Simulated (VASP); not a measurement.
**Te2Mo: single point with PBEsol+D4**

Crystal: Te2Mo.

```xyz
6
Lattice="3.4182 0.0000 0.0000 -1.7091 2.9603 0.0000 0.0000 0.0000 13.2330" Properties=species:S:1:pos:R:3 pbc="T T T"
Te    0.0000    1.9735    8.1075
Te    1.7091    0.9868    1.4910
Te    0.0000    1.9735   11.7420
Te    1.7091    0.9868    5.1255
Mo    0.0000    1.9735    3.3083
Mo    1.7091    0.9868    9.9248
```

```
Program                : VASP 6.6.1
Task                   : single point
Functional             : PBEsol
Dispersion             : D4
Potentials or basis    : VASP PAW PBE potentials, release 64 (Te, Mo_sv)
Cutoff                 : 500 eV
k mesh                 : 12 × 12 × 4
Occupations            : gaussian, width 0.1 eV
Spin                   : no spin polarisation
Dipole correction      : no
Further INCAR settings : ALGO = Normal; EDIFF = 1e-06; NBANDS = 35
```

```json
{
 "Pressure": "3.2 GPa",
 "Largest force": "0.031 eV/Å",
 "Band gap on the k mesh": "0.29 eV (least direct gap 0.72 eV)",
 "Dispersion energy per atom": "-0.359 eV"
}
```

Forces on the atoms (eV/Å):
```
Te   0.000  0.000 -0.031
Te   0.000  0.000 -0.031
Te   0.000  0.000  0.031
Te   0.000  0.000  0.031
Mo   0.000  0.000  0.000
Mo   0.000  0.000  0.000
```

Stress tensor (GPa, compression positive):
```
3.12 0.00 0.00
0.00 3.12 0.00
0.00 0.00 3.22
```

Levels at points of the mesh, in eV from the valence-band top:
```
           k point  band 24  band 25  band 26  band 27  band 28  band 29
(0.00, 0.00, 0.00)    -1.22    -0.16    -0.11     2.80     2.80     2.97
(0.50, 0.00, 0.00)    -1.42    -0.93    -0.31     1.16     1.18     1.25
(0.00, 0.00, 0.50)    -1.26    -0.14    -0.14     2.84     2.84     2.84
(0.50, 0.00, 0.50)    -1.42    -0.63    -0.63     1.19     1.19     1.50
```

Wall time 3.3 min on 1 thread of Intel(R) Xeon(R) 6975P-C (Granite Rapids), with other jobs on the host, peak memory 0.38 GiB.

Caveat: the cell stands under pressure; the PAW data sets were made with another functional, which shifts forces and pressure a little; spin-orbit coupling is left out, which moves the levels of the heavy elements. A k mesh can miss the band edges.
